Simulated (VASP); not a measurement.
# La (Fd-3m) in VASP: single point with BLYP

Aim: the single point of La with BLYP.

All numbers are computed with VASP 6.6.1; they aren't measurements. Logs are shortened: lines on timing, memory, paths and dates and some standing lists are left out, and cuts for length are marked.

**1. The cell of the first run**

It takes space group Fd-3m (No. 227, cubic). The conventional cell has a = 6.880 Å, b = 6.880 Å, c = 6.880 Å, α = 90.00°, β = 90.00°, γ = 90.00°. Within 3.9 Å of La (site symmetry -43m) lie 4 La at 2.98 Å.

This isn't the form of La at room conditions, which is double hcp.

**2. Single point, BLYP**

The input, INCAR:

```
PREC = Accurate
ENCUT = 520
EDIFF = 1E-7
ISMEAR = -1
SIGMA = 0.1
LREAL = F
LASPH = T
NELM = 80
ALGO = Normal
ISIF = 2
LWAVE = F
LCHARG = T
GGA = B5
ALDAX = 1.0
AGGAX = 1.0
AGGAC = 1.0
ALDAC = 0.0
LELF = T
LVHAR = T
NBANDS = 18
```

The input, KPOINTS:

```
regular mesh
0
Gamma
  13 13 13
```

The input, POSCAR:

```
La
1.0
    0.0000000000      3.4401279378      3.4401279378
    3.4401279378      0.0000000000      3.4401279378
    3.4401279378      3.4401279378      0.0000000000
La
2
Direct
    0.1250000000      0.1250000000      0.1250000000
    0.8750000000      0.8750000000      0.8750000000
```

Potentials or basis: VASP PAW PBE potentials, release 64 (La).

The run is started by

```bash
$ cat potpaw_PBE.64/La/POTCAR > POTCAR
$ mpirun -np 1 vasp_std > vasp.out
```

OUTCAR:

```text
PREC = Accurate
   ENCUT = 520
   EDIFF = 1E-7
   ISMEAR = -1
   LREAL = F
   LASPH = T
   NELM = 80
   ISIF = 2
   GGA = B5

 ion  position               nearest neighbor table
   1  0.125  0.125  0.125-   2 2.98   2 2.98   2 2.98   2 2.98
   2  0.875  0.875  0.875-   1 2.98   1 2.98   1 2.98   1 2.98

  LATTYP: Found a face centered cubic cell.
 ALAT       =     6.8802558756

  Lattice vectors:

 A1 = (   0.0000000000,   3.4401279378,   3.4401279378)
 A2 = (   3.4401279378,   0.0000000000,   3.4401279378)
 A3 = (   3.4401279378,   3.4401279378,   0.0000000000)

Analysis of symmetry for initial positions (statically):
=====================================================================
 Subroutine PRICEL returns:
 Original cell was already a primitive cell.

 Routine SETGRP: Setting up the symmetry group for a
 face centered cubic supercell.

 Subroutine GETGRP returns: Found 48 space group operations
 (whereof 12 operations were pure point group operations)
 out of a pool of 48 trial point group operations.

The static configuration has the point symmetry D_3d.
 The point group associated with its full space group is O_h .

Analysis of symmetry for dynamics (positions and initial velocities):
=====================================================================
 Subroutine PRICEL returns:
 Original cell was already a primitive cell.

 Routine SETGRP: Setting up the symmetry group for a
 face centered cubic supercell.

 Subroutine GETGRP returns: Found 48 space group operations
 (whereof 12 operations were pure point group operations)
 out of a pool of 48 trial point group operations.

The dynamic configuration has the point symmetry D_3d.
 The point group associated with its full space group is O_h .

 Subroutine INISYM returns: Found 48 space group operations
 (whereof 12 operations are pure point group operations),
 and found     1 'primitive' translations

----------------------------------------------------------------------------------------

                                     Primitive cell

  volume of cell :      81.4243

  direct lattice vectors                    reciprocal lattice vectors
     0.000000000  3.440127938  3.440127938    -0.145343432  0.145343432  0.145343432
     3.440127938  0.000000000  3.440127938     0.145343432 -0.145343432  0.145343432
     3.440127938  3.440127938  0.000000000     0.145343432  0.145343432 -0.145343432

  length of vectors
     4.865075586  4.865075586  4.865075586     0.251742208  0.251742208  0.251742208

  position of ions in fractional coordinates (direct lattice)
     0.125000000  0.125000000  0.125000000
     0.875000000  0.875000000  0.875000000

  ion indices of the primitive-cell ions
   primitive index   ion index
                 1           1
                 2           2

----------------------------------------------------------------------------------------

 KPOINTS: regular mesh

Automatic generation of k-mesh.
 Grid dimensions read from file:
 generate k-points for:   13   13   13

 Generating k-lattice:

  Cartesian coordinates                     Fractional coordinates (reciprocal lattice)
    -0.011180264  0.011180264  0.011180264     0.076923077  0.000000000  0.000000000
     0.011180264 -0.011180264  0.011180264     0.000000000  0.076923077  0.000000000
     0.011180264  0.011180264 -0.011180264     0.000000000  0.000000000  0.076923077

  Length of vectors
     0.019364785  0.019364785  0.019364785

  Shift w.r.t. Gamma in fractional coordinates (k-lattice)
     0.000000000  0.000000000  0.000000000

 Subroutine IBZKPT returns following result:
 ===========================================

 Found     84 irreducible k-points:

 Following reciprocal coordinates:
            Coordinates               Weight
  0.000000  0.000000  0.000000      1.000000
  0.076923  0.000000  0.000000      8.000000
  0.153846  0.000000  0.000000      8.000000
  0.230769  0.000000  0.000000      8.000000
  0.307692  0.000000  0.000000      8.000000
  0.384615  0.000000  0.000000      8.000000
[... 16 lines left out ...]
  0.384615  0.153846  0.000000     24.000000
  0.461538  0.153846  0.000000     24.000000
 [... further k-points ...]
   k-points           NKPTS =     84   k-points in BZ     NKDIM =     84   number of bands    NBANDS=     18
   number of dos      NEDOS =    301   number of ions     NIONS =      2
   total plane-waves  NPLWV =  46656
   dimension x,y,z NGX =    36 NGY =   36 NGZ =   36
   dimension x,y,z NGXF=    72 NGYF=   72 NGZF=   72
   ions per type =               2
   NGX,Y,Z   is equivalent  to a cutoff of  12.30, 12.30, 12.30 a.u.
   NGXF,Y,Z  is equivalent  to a cutoff of  24.60, 24.60, 24.60 a.u.
 SYSTEM =  unknown system
   PREC   = accura    normal or accurate (medium, high low for compatibility)
   ISTART =      0    job   : 0-new  1-cont  2-samecut
   ICHARG =      2    charge: 1-file 2-atom 10-const
   ISPIN  =      1    spin polarized calculation?
   LNONCOLLINEAR =      F non collinear calculations
   LSORBIT =      F    spin-orbit coupling
   LASPH  =      T    aspherical Exc in radial PAW
   ENCUT  =  520.0 eV  38.22 Ry    6.18 a.u.   9.05  9.05  9.05*2*pi/ulx,y,z
   NELM   =     80;   NELMIN=  2; NELMDL= -5     # of ELM steps
   EDIFF  = 0.1E-06   stopping-criterion for ELM
   LREAL  =      F    real-space projection
   EDIFFG = 0.1E-05   stopping-criterion for IOM
   NSW    =      0    number of steps for IOM
   IBRION =     -1    ionic relax: 0-MD 1-quasi-New 2-CG
   NFREE  =      0    steps in history (QN), initial steepest desc. (CG)
   ISIF   =      2    stress and relaxation
   ISYM   =      2    0-nonsym 1-usesym 2-fastsym
   POTIM  = 0.5000    time-step for ionic-motion
   TEBEG  =    0.0;   TEEND  =   0.0 temperature during run
   PSTRESS=    0.0 pullay stress
   NELECT =      22.0000    total number of electrons
   NUPDOWN=      -1.0000    fix difference up-down
   EMIN   =  10.00;   EMAX   =-10.00  energy-range for DOS
   EFERMI =   0.00;   METHOD = LEGACY
   ISMEAR =    -1;   SIGMA  =   0.10  broadening in eV -4-tet -1-fermi 0-gaus
   EFERMI_NEDOS =   21; number of points for ismear=-14 and -15
   IALGO  =     38    algorithm
   IMIX   =      4    mixing-type and parameters
     AMIX     =   0.40;   BMIX     =  1.00
     AMIX_MAG =   1.60;   BMIX_MAG =  1.00
  volume/ion in A,a.u.               =      40.71       274.74
  Fermi-wavevector in a.u.,A,eV,Ry     =   1.058354  2.000000 15.240078  1.120114
  Thomas-Fermi vector in A             =   2.193661
   LORBIT       =      0    0 simple, 1 ext, 2 COOP (PROOUT), +10 PAW based schemes
   GGA     = B5    functional components
   LHFCALC =     F    Hartree Fock is set to
   AEXX    =    0.0000 exact exchange contribution
   IVDW    =     0    specifies the selected vdW correction
   LEPSILON=     F    determine dielectric tensor
   LRPA    =     F    only Hartree local field effects (RPA)
 non-spin polarized calculation
  energy-cutoff  :      520.00
  volume of cell :       81.42
 maximum number of plane-waves:      2209
   NGX = 19   NGY = 19   NGZ = 19

 number of electron      22.0000002 magnetization

 Free energy of the ion-electron system (eV)
  ---------------------------------------------------
  ext. energy  EPLUGINS =         0.00000000
  ---------------------------------------------------
  free energy    TOTEN  =        -6.01828158 eV

  energy without entropy =       -5.92156079  energy(sigma->0) =       -5.96992118

 E-fermi :   7.1489     XC(G=0):  -8.3449

 val. band max:        7.1351599975   @ k =  -0.4615   0.4615   0.0769
 cond. band min:       7.1496662070   @ k =  -0.3846   0.4615   0.1538
 fundamental gap:      0.0145062095
 Fermi energy:         7.1488520257

 k-point     1 :       0.0000    0.0000    0.0000
  band No.  band energies     occupation
      1     -26.3075      2.00000
      2     -25.0081      2.00000
      3     -10.4306      2.00000
      4     -10.4306      2.00000
      5     -10.4306      2.00000
      6      -8.6472      2.00000
[... 10 lines left out ...]
     17       8.5765      0.00000
     18       8.5765      0.00000

 k-point     2 :       0.0769    0.0000    0.0000
  band No.  band energies     occupation
      1     -26.2948      2.00000
      2     -25.0240      2.00000
      3     -10.4461      2.00000
      4     -10.4461      2.00000
      5     -10.4317      2.00000
      6      -8.6388      2.00000
[... 10 lines left out ...]
     17       8.5500      0.00000
     18       8.5784      0.00000

 k-point     3 :       0.1538    0.0000    0.0000
  band No.  band energies     occupation
      1     -26.2579      2.00000
      2     -25.0697      2.00000
      3     -10.4874      2.00000
      4     -10.4874      2.00000
      5     -10.4358      2.00000
      6      -8.6136      2.00000
[... 10 lines left out ...]
     17       8.4577      0.00000
     18       8.5840      0.00000

 k-point     4 :       0.2308    0.0000    0.0000
  band No.  band energies     occupation
      1     -26.2006      2.00000
      2     -25.1393      2.00000
      3     -10.5419      2.00000
      4     -10.5419      2.00000
      5     -10.4443      2.00000
      6      -8.5736      2.00000
[... 375 lines left out ...]
      4     -10.6635      2.00000
      5     -10.2308      2.00000
      6      -8.8032      2.00000
[... 10 lines left out ...]
     17       8.5089      0.00000
     18       8.5487      0.00000

 k-point    23 :       0.3846    0.1538    0.0000
  band No.  band energies     occupation
      1     -26.0616      2.00000
      2     -25.3020      2.00000
      3     -10.7537      2.00000
      4     -10.7019      2.00000
      5     -10.2044      2.00000
      6      -8.7967      2.00000
[... 10 lines left out ...]
     17       8.5227      0.00000
     18       8.6679      0.00000

 k-point    24 :       0.4615    0.1538    0.0000
  band No.  band energies     occupation
      1     -25.9957      2.00000
      2     -25.3763      2.00000
      3     -10.8103      2.00000
      4     -10.7197      2.00000
      5     -10.1917      2.00000
      6      -8.7788      2.00000
[... 10 lines left out ...]
     17       8.7325      0.00000
     18       8.7403      0.00000

 [... further k-points ...]

------------------------ aborting loop because EDIFF is reached ----------------------------------------

  FORCE on cell =-STRESS in cart. coord.  units (eV):
  Direction    XX          YY          ZZ          XY          YZ          ZX
  --------------------------------------------------------------------------------------
  -------------------------------------------------------------------------------------
  Total        0.0121230      0.0121230      0.0121230     -0.0000000      0.0000000     -0.0000000
  in kB        0.2385437      0.2385437      0.2385437     -0.0000000      0.0000000     -0.0000000
  external PRESSURE =       0.2385437 kB  Pullay stress =       0.0000000 kB

 VOLUME and BASIS-vectors are now :
 -----------------------------------------------------------------------------
  energy-cutoff  :      520.00
  volume of cell :       81.42
      direct lattice vectors                 reciprocal lattice vectors
     0.000000000  3.440127938  3.440127938    -0.145343432  0.145343432  0.145343432
     3.440127938  0.000000000  3.440127938     0.145343432 -0.145343432  0.145343432
     3.440127938  3.440127938  0.000000000     0.145343432  0.145343432 -0.145343432

 POSITION                                       TOTAL-FORCE (eV/Angst)
 -----------------------------------------------------------------------------------
      0.86003      0.86003      0.86003         0.000000      0.000000      0.000000
      6.02022      6.02022      6.02022        -0.000000     -0.000000     -0.000000
 -----------------------------------------------------------------------------------
    total drift:                               -0.000000      0.000000      0.000000

  FREE ENERGIE OF THE ION-ELECTRON SYSTEM (eV)
  ---------------------------------------------------
  free  energy   TOTEN  =        -6.0182815816 eV

  energy  without entropy=       -5.9215607880  energy(sigma->0) =       -5.96992118
```

Wall time 10 min (1 thread of Intel Xeon Platinum 8259CL at 2.50GHz (Skylake/Cascade Lake), shared host); peak memory 0.29 GiB.

Results:

```
Free energy            : -6.0183 eV
Pressure               : 0.0 GPa
Band gap on the k mesh : zero (bands 11 and 12 overlap by 0.35 eV)
```

Caveat: the PAW data sets were made with another functional, which shifts forces and pressure a little; spin-orbit coupling is left out, which moves the levels of the heavy elements.
